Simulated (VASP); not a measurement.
Zn: single point with PBEsol

Zn:

```
CELL_PARAMETERS angstrom
2.66480 0.00000 0.00000
-1.33240 2.30778 0.00000
0.00000 0.00000 4.94670
ATOMIC_POSITIONS crystal
Zn 0.36583 0.73166 0.25000
Zn 0.66667 0.33333 0.75000
```

This cell differs from its parent crystal: atom 1 (Zn) moved by (+0.150, +0.000) A along y and z.

```json
{
  "Program": "VASP 6.6.1",
  "Task": "single point",
  "Functional": "PBEsol",
  "Potentials or basis": "VASP PAW PBE potentials, release 64 (Zn)",
  "Cutoff": "500 eV",
  "k mesh": "24 × 24 × 10",
  "Occupations": "gaussian, width 0.15 eV",
  "Spin": "no spin polarisation",
  "Dipole correction": "no",
  "Further INCAR settings": "ALGO = Normal; EDIFF = 1e-06; NBANDS = 19"
}
```

| Quantity | Value |
| --- | --- |
| Pressure | -4.9 GPa |
| Largest force | 0.087 eV/Å |
| Band gap on the k mesh | zero (bands 12 and 13 overlap by 4.49 eV) |

Forces in eV/Å, atoms in the order of the input:
```
Zn   0.000 -0.087  0.000
Zn   0.000  0.087  0.000
```

Stress tensor (GPa, compression positive):
```
-5.65  0.00  0.00
 0.00 -6.16  0.00
 0.00  0.00 -2.92
```

Levels at points of the mesh, in eV from the Fermi level:
| k point | band 9 | band 10 | band 11 | band 12 | band 13 | band 14 | band 15 | band 16 |
| --- | --- | --- | --- | --- | --- | --- | --- | --- |
| (0.00, 0.00, 0.00) | -7.23 | -7.11 | -7.04 | -3.66 | -3.04 | 13.60 | 17.14 | 17.27 |
| (0.50, 0.00, 0.00) | -6.89 | -6.87 | -2.91 | -2.11 | 2.46 | 3.33 | 4.20 | 5.90 |
| (0.00, 0.50, 0.00) | -6.89 | -6.86 | -2.75 | -2.32 | 2.89 | 3.79 | 3.92 | 5.25 |
| (0.00, 0.00, 0.50) | -7.16 | -7.16 | -7.15 | -7.15 | 4.57 | 4.57 | 18.66 | 18.66 |
| (0.50, 0.00, 0.50) | -6.88 | -6.88 | -1.83 | -1.83 | 0.03 | 0.03 | 10.22 | 10.22 |
| (0.00, 0.50, 0.50) | -6.88 | -6.88 | -1.97 | -1.97 | 0.21 | 0.21 | 9.92 | 9.92 |

It took 4.7 min on 1 thread of Oxide Virtual Turin-like Processor (shared host), peak memory 0.45 GiB.

Caveat: the cell differs from its parent crystal (atom 1 (Zn) moved by (+0.150, +0.000) A along y and z); the cell stands under tension; the PAW data sets were made with another functional, which shifts forces and pressure a little.
